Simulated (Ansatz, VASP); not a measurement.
## One calculation of CdSe, two programs

```
Cd Se
1.0
     0.00000    3.09844    3.09844
     3.09844    0.00000    3.09844
     3.09844    3.09844    0.00000
Cd Se
1 1
Direct
  0.00000 0.00000 0.00000
  0.75000 0.75000 0.75000
```

Alike in both runs: functional PBE; k mesh 6 × 6 × 6; no spin polarisation.

Ansatz relaxed the structure, and its values are those at the end. VASP's run is a single point on that final structure, the one shown.

|  | VASP | Ansatz |
| --- | --- | --- |
| version | VASP 6.6.1 | Ansatz 0.2.0 |
| potentials or method | VASP PAW PBE potentials, release 64 (Cd, Se), cutoff 520 eV | plane waves, PAW |
| occupations | gaussian, width 0.01 eV | fixed |
| valence electrons in the cell | 18 | 36 |

Ansatz gave:

| Item | Value |
| --- | --- |
| pressure (GPa) | 0.0 |

Problem. Estimate VASP's values.

Solution. Pressure (GPa): 0.2.

VASP's potentials hold 18 valence electrons a cell and Ansatz's 36, so a difference there can come from the potentials and not from the codes.
